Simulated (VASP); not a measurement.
# Co (Pm-3m) in VASP: notebook

Runs on Co. Level: PBEsol. Tasks: single point, relaxation of cell and atoms.

Everything below comes from runs of VASP 6.6.1. Logs are shortened: lines on timing, memory, paths and dates and some standing lists are left out, and cuts for length are marked.

## Step 1: The cell of the first run

It takes space group Pm-3m (No. 221, cubic). Conventional cell: a = 2.250 Å, b = 2.250 Å, c = 2.250 Å, α = 90.00°, β = 90.00°, γ = 90.00°. Co (site symmetry m-3m) has 6 Co at 2.25 Å within 3.0 Å.

## Step 2: Single point, PBEsol

The input, INCAR:

```
SYSTEM = Co
PREC = Accurate
ENCUT = 520
EDIFF = 1E-6
ISMEAR = -1
SIGMA = 0.1
LREAL = .FALSE.
LASPH = .TRUE.
NELM = 80
ALGO = Normal
ISIF = 2
LWAVE = .FALSE.
LCHARG = .FALSE.
GGA = PS
NBANDS = 10
```

The input, KPOINTS:

```
regular mesh
0
G
  16 16 16
  0 0 0
```

The input, POSCAR:

```
Co
1.0
    2.2498441333      0.0000000000      0.0000000000
    0.0000000000      2.2498441333      0.0000000000
    0.0000000000      0.0000000000      2.2498441333
Co
1
Direct
    0.0000000000      0.0000000000      0.0000000000
```

Potentials or basis: VASP PAW PBE potentials, release 64 (Co).

Command:

```
> cat potpaw_PBE.64/Co/POTCAR > POTCAR
> mpirun -np 1 vasp_std > vasp.out
```

OUTCAR:

```text
SYSTEM = Co
   PREC = Accurate
   ENCUT = 520
   EDIFF = 1E-6
   ISMEAR = -1
   LREAL = .FALSE.
   LASPH = .TRUE.
   NELM = 80
   ISIF = 2
   GGA = PS

 ion  position               nearest neighbor table
   1  0.000  0.000  0.000-

  LATTYP: Found a simple cubic cell.
 ALAT       =     2.2498441333

  Lattice vectors:

 A1 = (   2.2498441333,   0.0000000000,   0.0000000000)
 A2 = (   0.0000000000,   2.2498441333,   0.0000000000)
 A3 = (   0.0000000000,   0.0000000000,   2.2498441333)

Analysis of symmetry for initial positions (statically):
=====================================================================
 Subroutine PRICEL returns:
 Original cell was already a primitive cell.

 Routine SETGRP: Setting up the symmetry group for a
 simple cubic supercell.

 Subroutine GETGRP returns: Found 48 space group operations
 (whereof 48 operations were pure point group operations)
 out of a pool of 48 trial point group operations.

The static configuration has the point symmetry O_h .

Analysis of symmetry for dynamics (positions and initial velocities):
=====================================================================
 Subroutine PRICEL returns:
 Original cell was already a primitive cell.

 Routine SETGRP: Setting up the symmetry group for a
 simple cubic supercell.

 Subroutine GETGRP returns: Found 48 space group operations
 (whereof 48 operations were pure point group operations)
 out of a pool of 48 trial point group operations.

The dynamic configuration has the point symmetry O_h .

 Subroutine INISYM returns: Found 48 space group operations
 (whereof 48 operations are pure point group operations),
 and found     1 'primitive' translations

----------------------------------------------------------------------------------------

                                     Primitive cell

  volume of cell :      11.3883

  direct lattice vectors                    reciprocal lattice vectors
     2.249844133  0.000000000  0.000000000     0.444475235  0.000000000  0.000000000
     0.000000000  2.249844133  0.000000000     0.000000000  0.444475235  0.000000000
     0.000000000  0.000000000  2.249844133     0.000000000  0.000000000  0.444475235

  length of vectors
     2.249844133  2.249844133  2.249844133     0.444475235  0.444475235  0.444475235

  position of ions in fractional coordinates (direct lattice)
     0.000000000  0.000000000  0.000000000

  ion indices of the primitive-cell ions
   primitive index   ion index
                 1           1

----------------------------------------------------------------------------------------

 KPOINTS: regular mesh

Automatic generation of k-mesh.
 Grid dimensions read from file:
 generate k-points for:   16   16   16

 Generating k-lattice:

  Cartesian coordinates                     Fractional coordinates (reciprocal lattice)
     0.027779702  0.000000000  0.000000000     0.062500000  0.000000000  0.000000000
     0.000000000  0.027779702  0.000000000     0.000000000  0.062500000  0.000000000
     0.000000000  0.000000000  0.027779702     0.000000000  0.000000000  0.062500000

  Length of vectors
     0.027779702  0.027779702  0.027779702

  Shift w.r.t. Gamma in fractional coordinates (k-lattice)
     0.000000000  0.000000000  0.000000000

 Subroutine IBZKPT returns following result:
 ===========================================

 Found    165 irreducible k-points:

 Following reciprocal coordinates:
            Coordinates               Weight
  0.000000  0.000000  0.000000      1.000000
  0.062500  0.000000  0.000000      6.000000
  0.125000  0.000000  0.000000      6.000000
  0.187500  0.000000  0.000000      6.000000
  0.250000  0.000000  0.000000      6.000000
  0.312500  0.000000  0.000000      6.000000
[... 16 lines left out ...]
  0.437500  0.125000  0.000000     24.000000
  0.500000  0.125000  0.000000     12.000000
 [... further k-points ...]
   k-points           NKPTS =    165   k-points in BZ     NKDIM =    165   number of bands    NBANDS=     10
   number of dos      NEDOS =    301   number of ions     NIONS =      1
   total plane-waves  NPLWV =   5832
   dimension x,y,z NGX =    18 NGY =   18 NGZ =   18
   dimension x,y,z NGXF=    36 NGYF=   36 NGZF=   36
   ions per type =               1
   NGX,Y,Z   is equivalent  to a cutoff of  13.30, 13.30, 13.30 a.u.
   NGXF,Y,Z  is equivalent  to a cutoff of  26.60, 26.60, 26.60 a.u.
 SYSTEM =  Co
   PREC   = accura    normal or accurate (medium, high low for compatibility)
   ISTART =      0    job   : 0-new  1-cont  2-samecut
   ICHARG =      2    charge: 1-file 2-atom 10-const
   ISPIN  =      1    spin polarized calculation?
   LNONCOLLINEAR =      F non collinear calculations
   LSORBIT =      F    spin-orbit coupling
   LASPH  =      T    aspherical Exc in radial PAW
   ENCUT  =  520.0 eV  38.22 Ry    6.18 a.u.   4.18  4.18  4.18*2*pi/ulx,y,z
   NELM   =     80;   NELMIN=  2; NELMDL= -5     # of ELM steps
   EDIFF  = 0.1E-05   stopping-criterion for ELM
   LREAL  =      F    real-space projection
   EDIFFG = 0.1E-04   stopping-criterion for IOM
   NSW    =      0    number of steps for IOM
   IBRION =     -1    ionic relax: 0-MD 1-quasi-New 2-CG
   NFREE  =      0    steps in history (QN), initial steepest desc. (CG)
   ISIF   =      2    stress and relaxation
   ISYM   =      2    0-nonsym 1-usesym 2-fastsym
   POTIM  = 0.5000    time-step for ionic-motion
   TEBEG  =    0.0;   TEEND  =   0.0 temperature during run
   PSTRESS=    0.0 pullay stress
   NELECT =       9.0000    total number of electrons
   NUPDOWN=      -1.0000    fix difference up-down
   EMIN   =  10.00;   EMAX   =-10.00  energy-range for DOS
   EFERMI =   0.00;   METHOD = LEGACY
   ISMEAR =    -1;   SIGMA  =   0.10  broadening in eV -4-tet -1-fermi 0-gaus
   EFERMI_NEDOS =   21; number of points for ismear=-14 and -15
   IALGO  =     38    algorithm
   IMIX   =      4    mixing-type and parameters
     AMIX     =   0.40;   BMIX     =  1.00
     AMIX_MAG =   1.60;   BMIX_MAG =  1.00
  volume/ion in A,a.u.               =      11.39        76.85
  Fermi-wavevector in a.u.,A,eV,Ry     =   1.513573  2.860237 31.169611  2.290902
  Thomas-Fermi vector in A             =   2.623346
   LORBIT       =      0    0 simple, 1 ext, 2 COOP (PROOUT), +10 PAW based schemes
   GGA     = PS    functional components
   LHFCALC =     F    Hartree Fock is set to
   AEXX    =    0.0000 exact exchange contribution
   IVDW    =     0    specifies the selected vdW correction
   LEPSILON=     F    determine dielectric tensor
   LRPA    =     F    only Hartree local field effects (RPA)
 non-spin polarized calculation
  energy-cutoff  :      520.00
  volume of cell :       11.39
 maximum number of plane-waves:       320
 NGX is ok and might be reduce to    18
   NGX =  9   NGY =  9   NGZ =  9

 number of electron       8.9999989 magnetization

 Free energy of the ion-electron system (eV)
  ---------------------------------------------------
  ext. energy  EPLUGINS =         0.00000000
  ---------------------------------------------------
  free energy    TOTEN  =        -6.73030832 eV

  energy without entropy =       -6.64083188  energy(sigma->0) =       -6.68557010

 E-fermi :   9.4129     XC(G=0): -13.2041

 val. band max:        9.4109095410   @ k =   0.4375   0.3125   0.1875
 cond. band min:       9.4137689154   @ k =   0.5000   0.2500   0.0000
 fundamental gap:      0.0028593745
 Fermi energy:         9.4128673111

 k-point     1 :       0.0000    0.0000    0.0000
  band No.  band energies     occupation
      1       0.8760      2.00000
      2       5.5843      2.00000
      3       5.5843      2.00000
      4       9.9382      0.01040
      5       9.9382      0.01040
      6       9.9382      0.01040
      7      30.1959      0.00000
      8      30.1959      0.00000
      9      30.1959      0.00000
     10      34.4029      0.00000

 k-point     2 :       0.0625    0.0000    0.0000
  band No.  band energies     occupation
      1       1.0026      2.00000
      2       5.6054      2.00000
      3       5.6525      2.00000
      4       9.8782      0.01888
      5       9.8782      0.01888
      6       9.9430      0.00992
      7      28.6382      0.00000
      8      30.3739      0.00000
      9      30.3739      0.00000
     10      34.3965      0.00000

 k-point     3 :       0.1250    0.0000    0.0000
  band No.  band energies     occupation
      1       1.3745      2.00000
      2       5.6659      2.00000
      3       5.8511      2.00000
      4       9.7103      0.09719
      5       9.7103      0.09719
      6       9.9565      0.00867
      7      25.9819      0.00000
      8      30.8963      0.00000
      9      30.8963      0.00000
     10      34.3773      0.00000

 k-point     4 :       0.1875    0.0000    0.0000
  band No.  band energies     occupation
      1       1.9676      2.00000
      2       5.7575      2.00000
      3       6.1632      2.00000
      4       9.4670      0.73589
      5       9.4670      0.73589
      6       9.9768      0.00708
      7      23.2806      0.00000
      8      31.7325      0.00000
      9      31.7325      0.00000
     10      34.3451      0.00000
[... 222 lines left out ...]
 k-point    22 :       0.3750    0.1250    0.0000
  band No.  band energies     occupation
      1       4.8174      2.00000
      2       6.2978      2.00000
      3       7.1464      2.00000
      4       8.7478      1.99742
      5       9.1730      1.83348
      6       9.8456      0.02607
      7      16.7767      0.00000
      8      30.0619      0.00000
      9      35.6714      0.00000
     10      36.3309      0.00000

 k-point    23 :       0.4375    0.1250    0.0000
  band No.  band energies     occupation
      1       5.4658      2.00000
      2       6.3991      2.00000
      3       7.0039      2.00000
      4       8.6091      1.99935
      5       9.6987      0.10848
      6       9.8619      0.02218
      7      15.2150      0.00000
      8      31.1042      0.00000
      9      35.0823      0.00000
     10      36.4593      0.00000

 k-point    24 :       0.5000    0.1250    0.0000
  band No.  band energies     occupation
      1       5.7356      2.00000
      2       6.4767      2.00000
      3       6.8556      2.00000
      4       8.5610      1.99960
      5       9.8677      0.02095
      6      10.0135      0.00491
      7      14.5635      0.00000
      8      31.6669      0.00000
      9      34.5219      0.00000
     10      36.3419      0.00000

 [... further k-points ...]
[... 5 lines left out ...]
  --------------------------------------------------------------------------------------
  -------------------------------------------------------------------------------------
  Total       -0.0618721     -0.0618721     -0.0618721      0.0000000      0.0000000      0.0000000
  in kB       -8.7045888     -8.7045888     -8.7045888      0.0000000      0.0000000      0.0000000
  external PRESSURE =      -8.7045888 kB  Pullay stress =       0.0000000 kB

 VOLUME and BASIS-vectors are now :
 -----------------------------------------------------------------------------
  energy-cutoff  :      520.00
  volume of cell :       11.39
      direct lattice vectors                 reciprocal lattice vectors
     2.249844133  0.000000000  0.000000000     0.444475235  0.000000000  0.000000000
     0.000000000  2.249844133  0.000000000     0.000000000  0.444475235  0.000000000
     0.000000000  0.000000000  2.249844133     0.000000000  0.000000000  0.444475235

 POSITION                                       TOTAL-FORCE (eV/Angst)
 -----------------------------------------------------------------------------------
      0.00000      0.00000      0.00000         0.000000      0.000000      0.000000
 -----------------------------------------------------------------------------------
    total drift:                                0.000000      0.000000     -0.000000

  FREE ENERGIE OF THE ION-ELECTRON SYSTEM (eV)
  ---------------------------------------------------
  free  energy   TOTEN  =        -6.7303083216 eV

  energy  without entropy=       -6.6408318757  energy(sigma->0) =       -6.68557010
```

Run time: 26 s. Hardware: 1 thread of AMD EPYC 7R13, shared host; peak memory 0.1 GiB.

Results:

```yaml
Free_energy: -6.7303 eV
Pressure: -0.9 GPa
```

Caveat: the PAW data sets were made with another functional, which shifts forces and pressure a little; the run has no spin polarisation, though such a crystal can be magnetic.

(Part 1 of 2 ends here.)
